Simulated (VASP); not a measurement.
# HfMoC2 (P4/mmm) in VASP: a series of runs, part 2 of 2

VASP 6.6.1. The steps go on from the part before.

### Step 3. Single point, LDA (11.19 Å³/atom)

This run uses another cell than the first one, of 11.19 Å³/atom.

Input file INCAR:

```
SYSTEM = HfMoC2
  PREC = Accurate
  ENCUT = 520
  EDIFF = 1E-6
  ISMEAR = -1
  SIGMA = 0.05
  LREAL = .False.
  LASPH = .True.
  NELM = 80
  ALGO = Normal
  ISIF = 2
  LWAVE = .False.
  LCHARG = .True.
  GGA = CA
  LELF = .True.
  LVHAR = .True.
  NBANDS = 24
```

Input file KPOINTS:

```
Automatic mesh
0
Gamma
  8 8 6
  0 0 0
```

Input file POSCAR:

```
HfMoC2
1.0
    3.1700034083      0.0000000000      0.0000000000
    0.0000000000      3.1700034083      0.0000000000
    0.0000000000      0.0000000000      4.4550613212
Hf Mo C
1 1 2
Direct
    0.0000000000      0.0000000000      0.0000000000
    0.5000000000      0.5000000000      0.5000000000
    0.5000000000      0.5000000000      0.0000000000
    0.0000000000      0.0000000000      0.5000000000
```

Potentials or basis: VASP PAW LDA potentials, release 64 (Hf_pv, Mo_sv, C).

On the command line:

```sh
> cat potpaw_LDA.64/Hf_pv/POTCAR potpaw_LDA.64/Mo_sv/POTCAR potpaw_LDA.64/C/POTCAR > POTCAR
> mpirun -np 1 vasp_std > vasp.out
```

OUTCAR:

```text
SYSTEM = HfMoC2
   PREC = Accurate
   ENCUT = 520
   EDIFF = 1E-6
   ISMEAR = -1
   LREAL = .False.
   LASPH = .True.
   NELM = 80
   ISIF = 2
   GGA = CA

 ion  position               nearest neighbor table
   1  0.000  0.000  0.000-   4 2.23   4 2.23   3 2.24   3 2.24   3 2.24   3 2.24   2 3.16   2 3.16
                             2 3.16   2 3.16   2 3.16   2 3.16   2 3.16   2 3.16
   2  0.500  0.500  0.500-   3 2.23   3 2.23   4 2.24   4 2.24   4 2.24   4 2.24   1 3.16   1 3.16
                             1 3.16   1 3.16   1 3.16   1 3.16   1 3.16   1 3.16
   3  0.500  0.500  0.000-   2 2.23   2 2.23   1 2.24   1 2.24   1 2.24   1 2.24
   4  0.000  0.000  0.500-   1 2.23   1 2.23   2 2.24   2 2.24   2 2.24   2 2.24

  LATTYP: Found a simple tetragonal cell.
 ALAT       =     3.1700034083
 C/A-ratio  =     1.4053806092

  Lattice vectors:

 A1 = (   3.1700034083,   0.0000000000,   0.0000000000)
 A2 = (   0.0000000000,   3.1700034083,   0.0000000000)
 A3 = (   0.0000000000,   0.0000000000,   4.4550613212)

Analysis of symmetry for initial positions (statically):
=====================================================================
[... 171 lines left out ...]
  ---------------------------------------------------
  free energy    TOTEN  =       -44.92221716 eV

  energy without entropy =      -44.91037912  energy(sigma->0) =      -44.91629814

 E-fermi :   9.5340     XC(G=0): -13.2144

 val. band max:        9.5296252622   @ k =   0.5000   0.0000   0.1667
 cond. band min:       9.5419585281   @ k =   0.1250   0.1250   0.5000
 fundamental gap:      0.0123332659
 Fermi energy:         9.5340142154

 k-point     1 :       0.0000    0.0000    0.0000
  band No.  band energies     occupation
      1     -52.1005      2.00000
      2     -26.3599      2.00000
      3     -26.2858      2.00000
      4     -26.2858      2.00000
      5     -20.6177      2.00000
      6     -20.2919      2.00000
[... 637 lines left out ...]
     23      15.8882      0.00000
     24      17.5717      0.00000

 [... further k-points ...]
[... 5 lines left out ...]
  --------------------------------------------------------------------------------------
  -------------------------------------------------------------------------------------
  Total       -1.8620211     -1.8620211     -3.1280973      0.0000000     -0.0000000      0.0000000
  in kB      -66.6380128    -66.6380128   -111.9483497      0.0000000     -0.0000000      0.0000000
  external PRESSURE =     -81.7414584 kB  Pullay stress =       0.0000000 kB

 VOLUME and BASIS-vectors are now :
 -----------------------------------------------------------------------------
  energy-cutoff  :      520.00
  volume of cell :       44.77
      direct lattice vectors                 reciprocal lattice vectors
     3.170003408  0.000000000  0.000000000     0.315457074  0.000000000  0.000000000
     0.000000000  3.170003408  0.000000000     0.000000000  0.315457074  0.000000000
     0.000000000  0.000000000  4.455061321     0.000000000  0.000000000  0.224463801

 POSITION                                       TOTAL-FORCE (eV/Angst)
 -----------------------------------------------------------------------------------
      0.00000      0.00000      0.00000         0.000000      0.000000      0.000000
      1.58500      1.58500      2.22753         0.000000      0.000000      0.000000
      1.58500      1.58500      0.00000         0.000000      0.000000      0.000000
      0.00000      0.00000      2.22753         0.000000      0.000000      0.000000
 -----------------------------------------------------------------------------------
    total drift:                                0.000000     -0.000000     -0.000000

  FREE ENERGIE OF THE ION-ELECTRON SYSTEM (eV)
  ---------------------------------------------------
  free  energy   TOTEN  =       -44.9222171550 eV

  energy  without entropy=      -44.9103791203  energy(sigma->0) =      -44.91629814
```

OSZICAR:

```text
N       E                     dE             d eps       ncg     rms          rms(c)
DAV:   1     0.217180023093E+03    0.21718E+03   -0.17847E+04  2888   0.134E+03
DAV:   2    -0.438430773298E+02   -0.26102E+03   -0.24815E+03  3464   0.372E+02
DAV:   3    -0.526612792780E+02   -0.88182E+01   -0.87134E+01  3712   0.622E+01
DAV:   4    -0.527500236642E+02   -0.88744E-01   -0.88715E-01  3240   0.664E+00
DAV:   5    -0.527511413173E+02   -0.11177E-02   -0.11176E-02  3784   0.681E-01    0.777E+01
DAV:   6    -0.466287537952E+02    0.61224E+01   -0.38030E+01  3168   0.386E+01    0.357E+01
DAV:   7    -0.462859148714E+02    0.34284E+00   -0.14608E+01  3232   0.307E+01    0.391E+01
DAV:   8    -0.449378692233E+02    0.13480E+01   -0.27456E+00  3176   0.127E+01    0.569E+00
DAV:   9    -0.449244515631E+02    0.13418E-01   -0.14048E-01  3376   0.230E+00    0.204E+00
DAV:  10    -0.449226732262E+02    0.17783E-02   -0.13083E-02  3496   0.818E-01    0.816E-01
DAV:  11    -0.449222448370E+02    0.42839E-03   -0.10831E-03  3608   0.249E-01    0.120E-01
DAV:  12    -0.449222211042E+02    0.23733E-04   -0.19232E-04  3336   0.961E-02    0.257E-02
DAV:  13    -0.449222181042E+02    0.30000E-05   -0.93803E-06  3544   0.190E-02    0.133E-02
DAV:  14    -0.449222171550E+02    0.94917E-06   -0.23895E-06  3024   0.103E-02
   1 F= -.44922217E+02 E0= -.44916298E+02  d E =-.118380E-01
```

Wall time 71 s (1 thread of Intel Xeon 8259CL, shared host); peak memory 0.19 GiB.

What came out:

```
Free energy            : -44.9222 eV
Pressure               : -8.2 GPa
Band gap on the k mesh : zero (bands 16 and 17 overlap by 2.68 eV)
```

Levels at points of the mesh, in eV from the Fermi level:
| k point | band 13 | band 14 | band 15 | band 16 | band 17 | band 18 | band 19 | band 20 |
| --- | --- | --- | --- | --- | --- | --- | --- | --- |
| (0.00, 0.00, 0.00) | -1.39 | -1.19 | -1.19 | -0.45 | -0.39 | 0.08 | 0.11 | 0.11 |
| (0.50, 0.00, 0.00) | -4.29 | -3.84 | -3.76 | -0.40 | 1.02 | 2.28 | 3.24 | 3.30 |
| (0.50, 0.50, 0.00) | -3.83 | -1.25 | -1.00 | -1.00 | -0.90 | 1.14 | 1.47 | 2.60 |
| (0.00, 0.00, 0.50) | -2.20 | -2.20 | -1.76 | -1.76 | -1.51 | -0.27 | 2.17 | 2.17 |
| (0.50, 0.00, 0.50) | -5.26 | -4.44 | -4.35 | 1.06 | 1.13 | 1.84 | 4.57 | 5.38 |
| (0.50, 0.50, 0.50) | -4.26 | -4.19 | -4.19 | 1.17 | 1.17 | 1.48 | 3.09 | 3.09 |

Caveat: the cell stands under tension; spin-orbit coupling is left out, which moves the levels of the heavy elements.
